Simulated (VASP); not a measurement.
# Na6S (Im-3m) in VASP: further runs, part 2 of 3

VASP 6.6.1.

### 4 Single point, PBE

This run uses another cell than the first one, of 43.47 Å³/atom.

File INCAR:

```
SYSTEM = Na6S
PREC     = Accurate       ! precision mode
ENCUT    = 520            ! plane-wave cutoff, eV
EDIFF    = 1E-7           ! SCF threshold, eV
ISMEAR   = 0              ! smearing method
SIGMA    = 0.1            ! smearing width, eV
LREAL    = .False.        ! projectors in reciprocal space
LASPH    = .True.         ! aspherical terms in the spheres
NELM     = 100            ! most SCF steps
ALGO     = Normal         ! electronic algorithm
ISIF     = 2              ! what is computed and relaxed
LWAVE    = .False.        ! write WAVECAR
LCHARG   = .False.        ! write CHGCAR
GGA      = PE             ! functional
NBANDS   = 33             ! bands
```

File KPOINTS:

```
regular mesh
0
Gamma
  6 6 6
  0 0 0
```

File POSCAR:

```
Na6S
1.0
   -4.2371366660      4.2371366660      4.2371366660
    4.2371366660     -4.2371366660      4.2371366660
    4.2371366660      4.2371366660     -4.2371366660
Na S
6 1
Direct
    0.6861815765      0.6861815765      0.0000000000
    0.3138184235      0.3138184235      0.0000000000
    0.0000000000      0.3138184235      0.3138184235
    0.0000000000      0.6861815765      0.6861815765
    0.6861815765      0.0000000000      0.6861815765
    0.3138184235      0.0000000000      0.3138184235
    0.0000000000      0.0000000000      0.0000000000
```

Potentials or basis: VASP PAW PBE potentials, release 64 (Na_pv, S).

Command:

```console
> cat potpaw_PBE.64/Na_pv/POTCAR potpaw_PBE.64/S/POTCAR > POTCAR
> mpirun -np 1 vasp_std > vasp.out
```

OUTCAR:

```text
SYSTEM = Na6S
   PREC = Accurate
   ENCUT = 520
   EDIFF = 1E-7
   ISMEAR = 0
   LREAL = .False.
   LASPH = .True.
   NELM = 100
   ISIF = 2
   GGA = PE

 ion  position               nearest neighbor table
   1  0.686  0.686  0.000-   7 2.66
   2  0.314  0.314  0.000-   7 2.66
   3  0.000  0.314  0.314-   7 2.66
   4  0.000  0.686  0.686-   7 2.66
   5  0.686  0.000  0.686-   7 2.66
   6  0.314  0.000  0.314-   7 2.66
   7  0.000  0.000  0.000-   1 2.66   2 2.66   3 2.66   4 2.66   5 2.66   6 2.66

  LATTYP: Found a body centered cubic cell.
 ALAT       =     8.4742733320

  Lattice vectors:

 A1 = (  -4.2371366660,   4.2371366660,   4.2371366660)
 A2 = (   4.2371366660,  -4.2371366660,   4.2371366660)
 A3 = (   4.2371366660,   4.2371366660,  -4.2371366660)

Analysis of symmetry for initial positions (statically):
=====================================================================
 Subroutine PRICEL returns:
 Original cell was already a primitive cell.

[... 174 lines left out ...]
 cond. band min:       0.0677429332   @ k =  -0.3333   0.5000   0.1667
 fundamental gap:      0.1376854076
 Fermi energy:         0.0667115584

 k-point     1 :       0.0000    0.0000    0.0000
  band No.  band energies     occupation
      1     -24.9969      2.00000
      2     -24.9969      2.00000
      3     -24.9969      2.00000
      4     -24.9961      2.00000
      5     -24.9961      2.00000
      6     -24.9961      2.00000
[... 565 lines left out ...]
     32       4.1548      0.00000
     33       4.4217      0.00000

------------------------ aborting loop because EDIFF is reached ----------------------------------------

  FORCE on cell =-STRESS in cart. coord.  units (eV):
  Direction    XX          YY          ZZ          XY          YZ          ZX
  --------------------------------------------------------------------------------------
  -------------------------------------------------------------------------------------
  Total       -0.0032392     -0.0032392     -0.0032392      0.0000000      0.0000000      0.0000000
  in kB       -0.0170556     -0.0170556     -0.0170556      0.0000000      0.0000000      0.0000000
  external PRESSURE =      -0.0170556 kB  Pullay stress =       0.0000000 kB

 VOLUME and BASIS-vectors are now :
 -----------------------------------------------------------------------------
  energy-cutoff  :      520.00
  volume of cell :      304.28
      direct lattice vectors                 reciprocal lattice vectors
    -4.237136666  4.237136666  4.237136666     0.000000000  0.118004218  0.118004218
     4.237136666 -4.237136666  4.237136666     0.118004218  0.000000000  0.118004218
     4.237136666  4.237136666 -4.237136666     0.118004218  0.118004218  0.000000000

 POSITION                                       TOTAL-FORCE (eV/Angst)
 -----------------------------------------------------------------------------------
      0.00000      0.00000      5.81489         0.000000      0.000000      0.002665
      0.00000      0.00000      2.65938         0.000000      0.000000     -0.002665
      2.65938      0.00000      0.00000        -0.002665      0.000000      0.000000
      5.81489      0.00000      0.00000         0.002665      0.000000      0.000000
      0.00000      5.81489      0.00000         0.000000      0.002665      0.000000
      0.00000      2.65938      0.00000         0.000000     -0.002665      0.000000
      0.00000      0.00000      0.00000         0.000000      0.000000      0.000000
 -----------------------------------------------------------------------------------
    total drift:                                0.000000      0.000000     -0.000000

  FREE ENERGIE OF THE ION-ELECTRON SYSTEM (eV)
  ---------------------------------------------------
  free  energy   TOTEN  =       -13.8894966725 eV

  energy  without entropy=      -13.8780038576  energy(sigma->0) =      -13.88375027
```

OSZICAR:

```text
N       E                     dE             d eps       ncg     rms          rms(c)
DAV:   1     0.372164455876E+03    0.37216E+03   -0.24246E+04  1224   0.132E+03
DAV:   2     0.200965446196E+02   -0.35207E+03   -0.34168E+03  1081   0.359E+02
DAV:   3    -0.145531835211E+02   -0.34650E+02   -0.33546E+02  1409   0.122E+02
DAV:   4    -0.157546654452E+02   -0.12015E+01   -0.11926E+01  1181   0.182E+01
DAV:   5    -0.157851891013E+02   -0.30524E-01   -0.30504E-01  1303   0.334E+00    0.550E+00
DAV:   6    -0.141156689456E+02    0.16695E+01   -0.29928E+00  1170   0.464E+00    0.372E+00
DAV:   7    -0.139070790586E+02    0.20859E+00   -0.77193E-01  1316   0.256E+00    0.219E+00
DAV:   8    -0.138931466440E+02    0.13932E-01   -0.10289E-01  1383   0.133E+00    0.883E-01
DAV:   9    -0.138905435590E+02    0.26031E-02   -0.35559E-03  1263   0.258E-01    0.842E-01
DAV:  10    -0.138907055376E+02   -0.16198E-03   -0.22396E-03  1352   0.182E-01    0.316E-01
DAV:  11    -0.138895681279E+02    0.11374E-02   -0.99326E-03  1316   0.323E-01    0.427E-01
DAV:  12    -0.138896059079E+02   -0.37780E-04   -0.59880E-04  1086   0.104E-01    0.367E-01
DAV:  13    -0.138895294728E+02    0.76435E-04   -0.10924E-03  1261   0.979E-02    0.652E-02
DAV:  14    -0.138894968229E+02    0.32650E-04   -0.21824E-04  1086   0.431E-02    0.915E-02
DAV:  15    -0.138894966754E+02    0.14756E-06   -0.19077E-05  1109   0.181E-02    0.177E-02
DAV:  16    -0.138894967017E+02   -0.26334E-07   -0.16340E-06   952   0.572E-03    0.169E-02
DAV:  17    -0.138894966725E+02    0.29167E-07   -0.19573E-07   929   0.233E-03
   1 F= -.13889497E+02 E0= -.13883750E+02  d E =-.114928E-01
```

Wall time 3.2 min (1 thread of Intel Xeon 8259CL, shared host); peak memory 0.49 GiB.

Results:

```
Free energy            : -13.8895 eV
Pressure               : 0.0 GPa
Band gap on the k mesh : zero (bands 24 and 25 overlap by 1.74 eV)
```

Forces on the atoms (eV/Å):
```
Na   0.000  0.000  0.003
Na   0.000  0.000 -0.003
Na  -0.003  0.000  0.000
Na   0.003  0.000  0.000
Na   0.000  0.003  0.000
Na   0.000 -0.003  0.000
S    0.000  0.000  0.000
```

### 5 Relaxation of cell and atoms, PBE

File INCAR:

```
  PREC = Accurate
  ENCUT = 600
  EDIFF = 1E-7
  ISMEAR = 0
  SIGMA = 0.1
  LREAL = F
  LASPH = T
  NELM = 80
  ALGO = Normal
  ISIF = 3
  LWAVE = F
  LCHARG = F
  GGA = PE
  IBRION = 2
  NSW = 90
  EDIFFG = -0.04
```

File KPOINTS:

```
Automatic mesh
0
Gamma
  4 4 4
```

File POSCAR:

```
Na6S
1.0
   -3.6547664700      3.6547664700      3.6547664700
    3.6547664700     -3.6547664700      3.6547664700
    3.6547664700      3.6547664700     -3.6547664700
Na S
6 1
Direct
    0.7106712500      0.7106712500      0.0000000000
    0.2893287500      0.2893287500      0.0000000000
    0.0000000000      0.2893287500      0.2893287500
    0.0000000000      0.7106712500      0.7106712500
    0.7106712500      0.0000000000      0.7106712500
    0.2893287500      0.0000000000      0.2893287500
    0.0000000000      0.0000000000      0.0000000000
```

Potentials or basis: VASP PAW PBE potentials, release 64 (Na_pv, S).

Command:

```console
> cat potpaw_PBE.64/Na_pv/POTCAR potpaw_PBE.64/S/POTCAR > POTCAR
> mpirun -np 1 vasp_std > vasp.out
```

OUTCAR:

```text
PREC = Accurate
   ENCUT = 600
   EDIFF = 1E-7
   ISMEAR = 0
   LREAL = F
   LASPH = T
   NELM = 80
   ISIF = 3
   GGA = PE
   IBRION = 2
   NSW = 90
   EDIFFG = -0.04

 ion  position               nearest neighbor table
   1  0.711  0.711  0.000-   7 2.11
   2  0.289  0.289  0.000-   7 2.11
   3  0.000  0.289  0.289-   7 2.11
   4  0.000  0.711  0.711-   7 2.11
   5  0.711  0.000  0.711-   7 2.11
   6  0.289  0.000  0.289-   7 2.11
   7  0.000  0.000  0.000-   1 2.11   2 2.11   3 2.11   4 2.11   5 2.11   6 2.11

  LATTYP: Found a body centered cubic cell.
 ALAT       =     7.3095329400

  Lattice vectors:

 A1 = (  -3.6547664700,   3.6547664700,   3.6547664700)
 A2 = (   3.6547664700,  -3.6547664700,   3.6547664700)
 A3 = (   3.6547664700,   3.6547664700,  -3.6547664700)

Analysis of symmetry for initial positions (statically):
[... 415 lines left out ...]

 E-fermi :  -0.0311     XC(G=0):  -5.8553

 val. band max:       -0.0328224731   @ k =   0.2500   0.2500   0.0000
 cond. band min:       0.1380511182   @ k =   0.2500   0.0000   0.0000
 fundamental gap:      0.1708735913
 Fermi energy:        -0.0311337300

 k-point     1 :       0.0000    0.0000    0.0000
  band No.  band energies     occupation
      1     -25.1068      2.00000
      2     -25.1068      2.00000
      3     -25.1068      2.00000
      4     -25.1062      2.00000
      5     -25.1062      2.00000
      6     -25.1062      2.00000
[... 277 lines left out ...]
--------------------------------------- Ionic step        8  -------------------------------------------

 number of electron      47.9999903 magnetization

 Free energy of the ion-electron system (eV)
  ---------------------------------------------------
  ext. energy  EPLUGINS =         0.00000000
  ---------------------------------------------------
  free energy    TOTEN  =       -13.83531191 eV

  energy without entropy =      -13.80993172  energy(sigma->0) =      -13.82262182

 E-fermi :   0.0455     XC(G=0):  -5.9466

 val. band max:        0.0453315183   @ k =   0.2500   0.2500   0.0000
 cond. band min:       0.2137179716   @ k =   0.2500   0.0000   0.0000
 fundamental gap:      0.1683864533
 Fermi energy:         0.0455460801

 k-point     1 :       0.0000    0.0000    0.0000
  band No.  band energies     occupation
      1     -24.9914      2.00000
      2     -24.9914      2.00000
      3     -24.9914      2.00000
      4     -24.9908      2.00000
      5     -24.9908      2.00000
      6     -24.9908      2.00000
[... 271 lines left out ...]
  FREE ENERGIE OF THE ION-ELECTRON SYSTEM (eV)
  ---------------------------------------------------
  free  energy   TOTEN  =       -13.8353119070 eV

  energy  without entropy=      -13.8099317249  energy(sigma->0) =      -13.82262182

 reached required accuracy - stopping structural energy minimisation
```

CONTCAR:

```text
Na6S
   1.00000000000000
    -4.2334118357400072    4.2334118357400072    4.2334118357400072
     4.2334118357400072   -4.2334118357400072    4.2334118357400072
     4.2334118357400072    4.2334118357400072   -4.2334118357400072
  Na              S
     6     1
Direct
     0.6851187326568959    0.6851187326568959    0.0000000000000000
     0.3148812673431042    0.3148812673431042    0.0000000000000000
     0.0000000000000000    0.3148812673431042    0.3148812673431042
     0.0000000000000000    0.6851187326568959    0.6851187326568959
     0.6851187326568958    0.0000000000000000    0.6851187326568958
     0.3148812673431042    0.0000000000000000    0.3148812673431042
     0.0000000000000000    0.0000000000000000    0.0000000000000000

  0.00000000E+00  0.00000000E+00  0.00000000E+00
  0.00000000E+00  0.00000000E+00  0.00000000E+00
  0.00000000E+00  0.00000000E+00  0.00000000E+00
  0.00000000E+00  0.00000000E+00  0.00000000E+00
  0.00000000E+00  0.00000000E+00  0.00000000E+00
  0.00000000E+00  0.00000000E+00  0.00000000E+00
  0.00000000E+00  0.00000000E+00  0.00000000E+00
```

Run time: 6.9 min. Hardware: 1 thread of Intel Xeon 8259CL, shared host; peak memory 0.42 GiB.

What came out:

- Free energy: -13.8353 eV
- Relaxed volume: 43.35 Å³/atom
- Relaxed cell: a = 7.332 Å, b = 7.332 Å, c = 7.332 Å, α = 109.47°, β = 109.47°, γ = 109.47°
- Space group after relaxing (to 0.1 Å): Im-3m (No. 229)
- Energy gained by relaxing: 840.1 meV/atom
- Ionic steps: 8
- Pressure after relaxing: -0.1 GPa
- Largest force after relaxing: 0.039 eV/Å
- Band gap on the k mesh: zero (bands 24 and 25 overlap by 1.87 eV)

Forces on the atoms (eV/Å):
```
Na   0.000  0.000  0.039
Na   0.000  0.000 -0.039
Na  -0.039  0.000  0.000
Na   0.039  0.000  0.000
Na   0.000  0.039  0.000
Na   0.000 -0.039  0.000
S    0.000  0.000  0.000
```

The path:
| step | energy change (eV) | largest force (eV/Å) | pressure (GPa) | volume (Å³) |
| --- | --- | --- | --- | --- |
| 1 | 0.0000 | 4.9191 | 18.00 | 195.27 |
| 2 | -5.8288 | 0.2954 | -0.23 | 297.91 |
| 3 | -5.8531 | 0.0735 | 0.42 | 284.25 |
| 4 | -5.8557 | 0.1404 | 0.23 | 288.02 |
| 5 | -5.8638 | 0.1216 | 0.16 | 290.60 |
| 6 | -5.8785 | 0.0695 | 0.00 | 298.43 |
| 7 | -5.8694 | 0.0170 | -0.28 | 314.51 |
| 8 | -5.8810 | 0.0387 | -0.09 | 303.48 |

Final structure:
```cif
data_structure
_symmetry_space_group_name_H-M 'P 1'
_symmetry_Int_Tables_number 1
_cell_length_a 7.3325
_cell_length_b 7.3325
_cell_length_c 7.3325
_cell_angle_alpha 109.471
_cell_angle_beta 109.471
_cell_angle_gamma 109.471
_cell_volume 303.48
loop_
_atom_site_label
_atom_site_type_symbol
_atom_site_fract_x
_atom_site_fract_y
_atom_site_fract_z
_atom_site_occupancy
Na1 Na 0.68512 0.68512 0.00000 1
Na2 Na 0.31488 0.31488 0.00000 1
Na3 Na 0.00000 0.31488 0.31488 1
Na4 Na 0.00000 0.68512 0.68512 1
Na5 Na 0.68512 0.00000 0.68512 1
Na6 Na 0.31488 0.00000 0.31488 1
S1 S 0.00000 0.00000 0.00000 1
```

Caveat: the volume moved by over 15 % at a fixed basis, so the end points are rough.

(Continued in part 3 of 3.)

The gap in the log of VASP goes by the Fermi energy; the results here count the filled bands.